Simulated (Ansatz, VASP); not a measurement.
One calculation of SnTe, two programs

```
CELL_PARAMETERS angstrom
3.61896 0.00000 0.00000
0.00000 3.61896 0.00000
0.00000 0.00000 4.85146
ATOMIC_POSITIONS crystal
Sn 0.00000 0.00000 0.50000
Te 0.00000 0.00000 0.00000
```

Alike in both runs: task single point; functional PBE; k mesh 6 × 6 × 4; occupations gaussian, width 0.1 eV; no spin polarisation.

|  | VASP | Ansatz |
| --- | --- | --- |
| version | VASP 6.6.1 | Ansatz 0.2.0 |
| potentials or method | VASP PAW PBE potentials, release 64 (Sn_d, Te), cutoff 520 eV | scalar-relativistic, plane waves, PAW |
| valence electrons in the cell | 20 | 30 |

```tsv
	VASP	Ansatz	Ansatz less VASP
gap on the k mesh at the Fermi level (eV)	none	none	-
pressure (GPa)	21.9	22.1	+0.21
traceless stress, the component that is largest in VASP (GPa)	43.94	44.29	+0.347
```

A gap of «none» marks a metal or a gap that the smearing closes. VASP's potentials hold 20 valence electrons a cell and Ansatz's 30, so a difference there can come from the potentials and not from the codes.

Neither program's run includes spin-orbit coupling.
